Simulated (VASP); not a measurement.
# SnO (P4/nmm) in VASP: further runs, part 2 of 2

VASP 6.6.1. The steps go on from the part before.

### Step 3. Single point, pbe exchange, lda correlation

This run uses another cell than the first one, of 17.90 Å³/atom.

File INCAR:

```
SYSTEM = SnO
PREC = Accurate ; ENCUT = 600
EDIFF = 1E-6 ; ISMEAR = 0
SIGMA = 0.01 ; LREAL = .False.
LASPH = .True. ; NELM = 120
ALGO = Normal ; ISIF = 2
LWAVE = .False. ; LCHARG = .False.
GGA = LIBXC ; LIBXC1 = GGA_X_PBE
LIBXC2 = LDA_C_PW ; NBANDS = 28
GGA_COMPAT = .False.
```

File KPOINTS:

```
regular mesh
0
Gamma
  5 5 4
  0 0 0
```

File POSCAR:

```
SnO
1.0
    3.8299948121      0.0000000000      0.0000000000
    0.0000000000      3.8299948121      0.0000000000
    0.0000000000      0.0000000000      4.8808084259
Sn O
2 2
Direct
    0.5000000000      0.0000000000      0.2369000000
    0.0000000000      0.5000000000      0.7631000000
    0.0000000000      0.0000000000      0.0000000000
    0.5000000000      0.5000000000      0.0000000000
```

Potentials or basis: VASP PAW PBE potentials, release 64 (Sn_d, O).

Started as:

```bash
$ cat potpaw_PBE.64/Sn_d/POTCAR potpaw_PBE.64/O/POTCAR > POTCAR
$ mpirun -np 1 vasp_std > vasp.out
```

Wall time 24 s (1 thread of Intel Xeon Platinum 8488C (Sapphire Rapids), shared host); peak memory 0.2 GiB.

Results (log left out):

| Property | Result |
| --- | --- |
| Free energy | -20.2018 eV |
| Pressure | 9.7 GPa |
| Largest force | 0.528 eV/Å |
| Band gap on the k mesh | 0.85 eV (least direct gap 2.30 eV) |

Forces in eV/Å, atoms in the order of the input:
```
Sn   0.000  0.000  0.528
Sn   0.000  0.000 -0.528
O    0.000  0.000  0.000
O    0.000  0.000  0.000
```

Stress tensor (GPa, compression positive):
```
10.24  0.00  0.00
 0.00 10.24  0.00
 0.00  0.00  8.49
```

Levels at points of the mesh, in eV from the valence-band top:
```csv
k point,band 18,band 19,band 20,band 21,band 22,band 23
"(0.00, 0.00, 0.00)",-3.00,-3.00,0.00,2.30,4.59,4.79
"(0.00, 0.00, 0.50)",-3.01,-3.01,-2.05,1.98,3.16,3.16
```

Caveat: the cell stands under pressure; the PAW data sets were made with another functional, which shifts forces and pressure a little; spin-orbit coupling is left out, which moves the levels of the heavy elements; an odd mesh through Γ misses points on the zone boundary, where band edges can lie.

### Step 4. Single point, pbe exchange, lda correlation

This run uses another cell than the first one, of 18.34 Å³/atom.

File INCAR:

```
SYSTEM = SnO
PREC     = Accurate       ! precision mode
ENCUT    = 600            ! plane-wave cutoff, eV
EDIFF    = 1E-6           ! SCF threshold, eV
ISMEAR   = 0              ! smearing method
SIGMA    = 0.01           ! smearing width, eV
LREAL    = .False.        ! projectors in reciprocal space
LASPH    = .True.         ! aspherical terms in the spheres
NELM     = 120            ! most SCF steps
ALGO     = Normal         ! electronic algorithm
ISIF     = 2              ! what is computed and relaxed
LWAVE    = .False.        ! write WAVECAR
LCHARG   = .False.        ! write CHGCAR
GGA      = LIBXC          ! functional
LIBXC1   = GGA_X_PBE    
LIBXC2   = LDA_C_PW     
NBANDS   = 28             ! bands
GGA_COMPAT= .False.
```

File KPOINTS:

```
Automatic mesh
0
Gamma
  5 5 4
  0 0 0
```

File POSCAR:

```
SnO
1.0
    3.8608832010      0.0000000000      0.0000000000
    0.0000000000      3.8608832010      0.0000000000
    0.0000000000      0.0000000000      4.9201714841
Sn O
2 2
Direct
    0.5000000000      0.0000000000      0.2369000000
    0.0000000000      0.5000000000      0.7631000000
    0.0000000000      0.0000000000      0.0000000000
    0.5000000000      0.5000000000      0.0000000000
```

Started as:

```bash
$ cat potpaw_PBE.64/Sn_d/POTCAR potpaw_PBE.64/O/POTCAR > POTCAR
$ mpirun -np 1 vasp_std > vasp.out
```

Run time: 24 s. Hardware: 1 thread of Intel Xeon Platinum 8488C (Sapphire Rapids), shared host; peak memory 0.2 GiB.

Results (log left out):

```
Free energy            : -20.2953 eV
Pressure               : 7.1 GPa
Largest force          : 0.204 eV/Å
Band gap on the k mesh : 0.93 eV (least direct gap 2.27 eV)
```

Forces on the atoms (eV/Å):
```
Sn   0.000  0.000  0.204
Sn   0.000  0.000 -0.204
O    0.000  0.000  0.000
O    0.000  0.000  0.000
```

Stress tensor (GPa, compression positive):
```
7.54 0.00 0.00
0.00 7.54 0.00
0.00 0.00 6.33
```

Levels at points of the mesh, in eV from the valence-band top:
```csv
k point,band 17,band 18,band 19,band 20,band 21,band 22,band 23,band 24
"(0.00, 0.00, 0.00)",-3.10,-2.82,-2.82,0.00,2.27,4.61,4.78,4.78
"(0.00, 0.00, 0.50)",-3.16,-2.83,-2.83,-1.92,2.01,3.20,3.20,3.87
```

Caveat: the cell stands under pressure; the PAW data sets were made with another functional, which shifts forces and pressure a little; spin-orbit coupling is left out, which moves the levels of the heavy elements; an odd mesh through Γ misses points on the zone boundary, where band edges can lie.

### Step 5. Single point, pbe exchange, lda correlation

This run uses another cell than the first one, of 18.77 Å³/atom.

File INCAR:

```
SYSTEM = SnO
  ALGO = Normal
  EDIFF = 1E-6
  ENCUT = 600
  GGA = LIBXC
  GGA_COMPAT = .FALSE.
  ISIF = 2
  ISMEAR = 0
  LASPH = .TRUE.
  LCHARG = .FALSE.
  LIBXC1 = GGA_X_PBE
  LIBXC2 = LDA_C_PW
  LREAL = .FALSE.
  LWAVE = .FALSE.
  NBANDS = 28
  NELM = 120
  PREC = Accurate
  SIGMA = 0.01
```

File KPOINTS:

```
k-points
0
G
  5 5 4
  0 0 0
```

File POSCAR:

```
SnO
1.0
    3.8912851079      0.0000000000      0.0000000000
    0.0000000000      3.8912851079      0.0000000000
    0.0000000000      0.0000000000      4.9589145870
Sn O
2 2
Direct
    0.5000000000      0.0000000000      0.2369000000
    0.0000000000      0.5000000000      0.7631000000
    0.0000000000      0.0000000000      0.0000000000
    0.5000000000      0.5000000000      0.0000000000
```

Started as:

```bash
$ cat potpaw_PBE.64/Sn_d/POTCAR potpaw_PBE.64/O/POTCAR > POTCAR
$ mpirun -np 1 vasp_std > vasp.out
```

Run time: 26 s. Hardware: 1 thread of Intel Xeon Platinum 8488C (Sapphire Rapids), shared host; peak memory 0.21 GiB.

The run converged. Its results:

- Free energy: -20.3629 eV
- Pressure: 4.9 GPa
- Largest force: 0.093 eV/Å
- Band gap on the k mesh: 1.00 eV (least direct gap 2.24 eV)

Forces in eV/Å, atoms in the order of the input:
```
Sn   0.000  0.000 -0.093
Sn   0.000  0.000  0.093
O    0.000  0.000  0.000
O    0.000  0.000  0.000
```

Stress tensor (GPa, compression positive):
```
5.16 0.00 0.00
0.00 5.16 0.00
0.00 0.00 4.39
```

Levels at points of the mesh, in eV from the valence-band top:
```csv
k point,band 17,band 18,band 19,band 20,band 21,band 22,band 23,band 24
"(0.00, 0.00, 0.00)",-2.93,-2.65,-2.65,0.00,2.24,4.62,4.77,4.77
"(0.00, 0.00, 0.50)",-2.98,-2.66,-2.66,-1.79,2.04,3.24,3.24,3.86
```

Caveat: the cell stands under pressure; the PAW data sets were made with another functional, which shifts forces and pressure a little; spin-orbit coupling is left out, which moves the levels of the heavy elements; an odd mesh through Γ misses points on the zone boundary, where band edges can lie.

### Step 6. Single point, pbe exchange, lda correlation

This run uses another cell than the first one, of 19.21 Å³/atom.

File INCAR:

```
SYSTEM = SnO
PREC     = Accurate       ! precision mode
ENCUT    = 600            ! plane-wave cutoff, eV
EDIFF    = 1E-6           ! SCF threshold, eV
ISMEAR   = 0              ! smearing method
SIGMA    = 0.01           ! smearing width, eV
LREAL    = .False.        ! projectors in reciprocal space
LASPH    = .True.         ! aspherical terms in the spheres
NELM     = 120            ! most SCF steps
ALGO     = Normal         ! electronic algorithm
ISIF     = 2              ! what is computed and relaxed
LWAVE    = .False.        ! write WAVECAR
LCHARG   = .True.         ! write CHGCAR
GGA      = LIBXC          ! functional
LIBXC1   = GGA_X_PBE    
LIBXC2   = LDA_C_PW     
LELF     = .True.         ! ELF
LVHAR    = .True.       
NBANDS   = 28             ! bands
GGA_COMPAT= .False.
```

File KPOINTS:

```
regular mesh
0
Gamma
  5 5 4
  0 0 0
```

File POSCAR:

```
SnO
1.0
    3.9212192466      0.0000000000      0.0000000000
    0.0000000000      3.9212192466      0.0000000000
    0.0000000000      0.0000000000      4.9970615829
Sn O
2 2
Direct
    0.5000000000      0.0000000000      0.2369000000
    0.0000000000      0.5000000000      0.7631000000
    0.0000000000      0.0000000000      0.0000000000
    0.5000000000      0.5000000000      0.0000000000
```

Potentials or basis: VASP PAW PBE potentials, release 64 (Sn_d, O).

Started as:

```bash
$ cat potpaw_PBE.64/Sn_d/POTCAR potpaw_PBE.64/O/POTCAR > POTCAR
$ mpirun -np 1 vasp_std > vasp.out
```

Run time: 30 s. Hardware: 1 thread of Intel Xeon Platinum 8488C (Sapphire Rapids), shared host; peak memory 0.2 GiB.

Results (log left out):

```
Free energy            : -20.4074 eV
Pressure               : 2.9 GPa
Largest force          : 0.365 eV/Å
Band gap on the k mesh : 1.07 eV (least direct gap 2.21 eV)
```

Forces in eV/Å, atoms in the order of the input:
```
Sn   0.000  0.000 -0.365
Sn   0.000  0.000  0.365
O    0.000  0.000  0.000
O    0.000  0.000  0.000
```

Stress tensor (GPa, compression positive):
```
3.06 0.00 0.00
0.00 3.06 0.00
0.00 0.00 2.67
```

Levels at points of the mesh, in eV from the valence-band top:
```tsv
k point	band 17	band 18	band 19	band 20	band 21	band 22	band 23	band 24
(0.00, 0.00, 0.00)	-2.77	-2.49	-2.49	0.00	2.21	4.62	4.76	4.76
(0.00, 0.00, 0.50)	-2.82	-2.50	-2.50	-1.67	2.06	3.27	3.27	3.84
```

Caveat: the PAW data sets were made with another functional, which shifts forces and pressure a little; spin-orbit coupling is left out, which moves the levels of the heavy elements; an odd mesh through Γ misses points on the zone boundary, where band edges can lie.

### Step 7. The runs side by side

| cell | gap on the mesh (eV) | pressure (GPa) | largest force (eV/Å) |
| --- | --- | --- | --- |
| a = 3.799, b = 3.799, c = 4.841 Å, 4 atoms | 0.77 | 12.5 | 0.88 |
| a = 3.830, b = 3.830, c = 4.881 Å, 4 atoms | 0.85 | 9.7 | 0.53 |
| a = 3.861, b = 3.861, c = 4.920 Å, 4 atoms | 0.93 | 7.1 | 0.20 |
| a = 3.891, b = 3.891, c = 4.959 Å, 4 atoms | 1.00 | 4.9 | 0.09 |
| a = 3.921, b = 3.921, c = 4.997 Å, 4 atoms | 1.07 | 2.9 | 0.37 |

Alike in all rows: task single point; level pbe exchange, lda correlation; potentials or basis VASP PAW PBE potentials, release 64 (Sn_d, O); no spin polarisation; k mesh 5 × 5 × 4; cutoff (eV) 600; smearing gaussian 0.01 eV.

Caveats: the PAW data sets were made with another functional, which shifts forces and pressure a little; spin-orbit coupling is left out, which moves the levels of the heavy elements; an odd mesh through Γ misses points on the zone boundary, where band edges can lie; the cell stands under pressure (at least some runs).

Total energies depend on the potentials used, so only differences within one code and one set of settings carry meaning.
